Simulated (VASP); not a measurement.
Set up this calculation in VASP 6.6.1, as the native input.

* Task: relaxation of cell and atoms
* Functional: PBE
* Potentials or basis: VASP PAW PBE potentials, release 64 (Ba_sv, Be, H)
* Cutoff: 600 eV
* k mesh: 6 × 6 × 4
* Occupations: gaussian, width 0.02 eV
* Spin: no spin polarisation
* Dipole correction: no
* Further INCAR settings: LREAL = Auto; ALGO = Normal; EDIFF = 1e-06; IBRION = 2; EDIFFG = -0.01; NSW = 100; ISIF = 3

The structure of BaBe5H10 lies in POSCAR:

```
BaBe5H10
1.0
    4.4622353000      0.0000000000      0.0000000000
    0.0000000000      4.9426749000      0.0000000000
   -1.5050163000      0.0000000000      6.6332532000
Ba Be H
1 5 10
Direct
    0.9048890000      0.5000000000      0.6228560000
    0.4773930000      0.0000000000      0.2845330000
    0.5459590000      0.7636740000      0.0071740000
    0.5459590000      0.2363260000      0.0071740000
    0.3765430000      0.0000000000      0.6819930000
    0.0685330000      0.0000000000      0.0409980000
    0.6255580000      0.7506230000      0.2507080000
    0.6255580000      0.2493770000      0.2507080000
    0.5474720000      0.0000000000      0.5115560000
    0.1456020000      0.0000000000      0.2557030000
    0.3809090000      0.5000000000      0.9949710000
    0.4678110000      0.7324880000      0.7521060000
    0.8800470000      0.7566290000      0.9888310000
    0.4678110000      0.2675120000      0.7521060000
    0.8800470000      0.2433710000      0.9888310000
    0.0599190000      0.0000000000      0.6097510000
```

The cell was generated, and may not be a known phase.

One way to write it, as run:

INCAR

```
SYSTEM = BaBe5H10
  PREC = Accurate
  ENCUT = 600
  EDIFF = 1E-6
  ISMEAR = 0
  SIGMA = 0.02
  LREAL = Auto
  LASPH = .True.
  NELM = 100
  ALGO = Normal
  ISIF = 3
  LWAVE = .False.
  LCHARG = .False.
  GGA = PE
  IBRION = 2
  NSW = 100
  EDIFFG = -0.01
```

KPOINTS

```
regular mesh
0
Gamma
  6 6 4
  0 0 0
```

Potentials or basis: VASP PAW PBE potentials, release 64 (Ba_sv, Be, H).

Run with:

```console
$ cat potpaw_PBE.64/Ba_sv/POTCAR potpaw_PBE.64/Be/POTCAR potpaw_PBE.64/H/POTCAR > POTCAR
$ mpirun -np 1 vasp_std > vasp.out
```

It gave:

```
Relaxed volume                        : 9.23 Å³/atom
Relaxed cell                          : a = 4.476 Å, b = 4.958 Å, c = 6.819 Å, α = 90.00°, β = 102.70°, γ = 90.00°
Space group after relaxing (to 0.1 Å) : Pm (No. 6)
Energy gained by relaxing             : 0.2 meV/atom
Ionic steps                           : 10
Pressure after relaxing               : 0.0 GPa
Largest force after relaxing          : 0.008 eV/Å
Band gap on the k mesh                : 0.75 eV (least direct gap 1.79 eV)
```

Caveat: spin-orbit coupling is left out, which moves the levels of the heavy elements.

Wall time 9.8 min on 1 thread of Intel(R) Xeon(R) 6975P-C (Granite Rapids), with other jobs on the host, peak memory 0.39 GiB.
